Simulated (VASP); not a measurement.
Input of a VASP 6.6.1 run:

File INCAR:

```
SYSTEM = PtSe2
ALGO     = Normal         ! electronic algorithm
EDIFF    = 1E-6           ! SCF threshold, eV
EDIFFG   = -0.002         ! ionic threshold
ENCUT    = 600            ! plane-wave cutoff, eV
GGA      = PS             ! functional
IBRION   = 2              ! ionic algorithm
ISIF     = 3              ! what is computed and relaxed
ISMEAR   = 0              ! smearing method
IVDW     = 12             ! dispersion correction
LASPH    = .TRUE.         ! aspherical terms in the spheres
LCHARG   = .FALSE.        ! write CHGCAR
LREAL    = .FALSE.        ! projectors in reciprocal space
LWAVE    = .FALSE.        ! write WAVECAR
NELM     = 100            ! most SCF steps
NSW      = 100            ! ionic steps
PREC     = Accurate       ! precision mode
SIGMA    = 0.02           ! smearing width, eV
```

KPOINTS

```
k-points
0
G
  9 9 6
  0 0 0
```

The input POSCAR:

```
PtSe2
1.0
    3.7082278700      0.0000000000      0.0000000000
   -1.8541139300      3.2114195400      0.0000000000
    0.0000000000      0.0000000000      5.8486069200
Pt Se
1 2
Direct
    0.0000000000      0.0000000000      0.0000000000
    0.6666666700      0.3333333300      0.7796640600
    0.3333333300      0.6666666700      0.2203359400
```

Potentials or basis: VASP PAW PBE potentials, release 64 (Pt, Se).

Run with:

```sh
$ cat potpaw_PBE.64/Pt/POTCAR potpaw_PBE.64/Se/POTCAR > POTCAR
$ mpirun -np 1 vasp_std > vasp.out
```

(1) Predict the relaxed volume.

(2) Estimate the space group after relaxing (to 0.05 Å).

(3) Estimate the dispersion energy per atom.

## Answers

(1) 18.73 Å³/atom.

(2) P-3m1 (No. 164).

(3) -0.463 eV.

Caveat: the volume moved by over 15 % at a fixed basis, so the end points are rough; the PAW data sets were made with another functional, which shifts forces and pressure a little.
